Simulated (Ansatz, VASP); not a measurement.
**One calculation of HfO2, two programs**

Contents of POSCAR:

```
HfO2
1.0
    0.0000000000      2.4659527612      2.5538963734
    2.4659527612      0.0000000000      2.5538963734
    2.4659527612      2.4659527612      0.0000000000
Hf O
1 2
Direct
    0.0000000000      0.0000000000      0.0000000000
    0.2500000000      0.2500000000      0.2500000000
    0.7500000000      0.7500000000      0.7500000000
```

INCAR.step1

```
SYSTEM = HfO2
PREC     = Accurate       ! precision mode
ENCUT    = 520            ! plane-wave cutoff, eV
EDIFF    = 1E-5           ! SCF threshold, eV
ISMEAR   = 0              ! smearing method
SIGMA    = 0.01           ! smearing width, eV
LREAL    = .FALSE.        ! projectors in reciprocal space
LASPH    = .TRUE.         ! aspherical terms in the spheres
NELM     = 60             ! most SCF steps
ALGO     = Normal         ! electronic algorithm
ISIF     = 2              ! what is computed and relaxed
LWAVE    = .TRUE.         ! write WAVECAR
GGA      = PE             ! functional
NBANDS   = 18             ! bands
KPAR     = 4
```

The input INCAR.step2:

```
SYSTEM = HfO2
PREC     = Accurate       ! precision mode
ENCUT    = 520            ! plane-wave cutoff, eV
EDIFF    = 1E-6           ! SCF threshold, eV
ISMEAR   = 0              ! smearing method
SIGMA    = 0.01           ! smearing width, eV
LREAL    = .FALSE.        ! projectors in reciprocal space
LASPH    = .TRUE.         ! aspherical terms in the spheres
NELM     = 60             ! most SCF steps
ALGO     = Normal         ! electronic algorithm
ISIF     = 2              ! what is computed and relaxed
LWAVE    = .FALSE.        ! write WAVECAR
LCHARG   = .TRUE.         ! write CHGCAR
GGA      = PE             ! functional
LHFCALC  = .TRUE.         ! exact exchange
HFSCREEN = 0.2079         ! screening, 1/A
PRECFOCK = Normal       
LVHAR    = .TRUE.       
ISTART   = 1            
NBANDS   = 18             ! bands
KPAR     = 4
```

The input KPOINTS:

```
Automatic mesh
0
G
  6 6 6
  0 0 0
```

Input for Ansatz:

```yaml
crystal:
  lattice:
    - [0.0, 2.4659527612, 2.5538963734]
    - [2.4659527612, 0.0, 2.5538963734]
    - [2.4659527612, 2.4659527612, 0.0]
  atoms:
    - { symbol: Hf, position: [0.0, 0.0, 0.0] }
    - { symbol: O, position: [0.25, 0.25, 0.25] }
    - { symbol: O, position: [0.75, 0.75, 0.75] }
kpoints:
  mp_grid: { grid: [6, 6, 6] }
  band_path:
    path:
      - [0.0, 0.0, 0.0]
      - [0.5, 0.0, 0.5]
      - [0.625, 0.25, 0.625]
      - [0.375, 0.375, 0.75]
      - [0.5, 0.5, 0.5]
      - [0.5, 0.25, 0.75]
      - [0.0, 0.5, 0.5]
    npoints: 1
hamiltonian:
  xc: hse06
scf:
  occupations: { method: fixed }
  n_extra_bands: 4
output:
  forces: true
  stress: true
  eigenvalues: true
  write_density: true
  write_potential: true
  elf: true
  volumetric_format: npy
```

Change from the starting cell: epitaxial_xy strain -2.5%.

Alike in both runs: task single point; functional HSE06; k mesh 6 × 6 × 6; no spin polarisation.

|  | VASP | Ansatz |
| --- | --- | --- |
| version | VASP 6.6.1 | Ansatz 0.2.0 |
| potentials or method | VASP PAW PBE potentials, release 64 (Hf_pv, O) | plane waves, PAW |
| plane-wave cutoff (eV) | 520 | 420 |
| occupations | gaussian, width 0.01 eV | fixed |
| valence electrons in the cell | 22 | 38 |

|  | VASP | Ansatz | Ansatz less VASP |
| --- | --- | --- | --- |
| gap on the k mesh at the Fermi level (eV) | 5.17 | 5.24 | +0.070 |
| pressure (GPa) | 6.3 | 11.7 | +5.42 |
| traceless stress, the component that is largest in VASP (GPa) | -12.41 | -12.17 | +0.243 |

One of these differences is far larger than is usual between the two programs; its cause wasn't traced. VASP's potentials hold 22 valence electrons a cell and Ansatz's 38, so a difference there can come from the potentials and not from the codes. Ansatz's warnings: stress exchange threshold loose, stress scf threshold loose.

Spin-orbit coupling is off throughout.
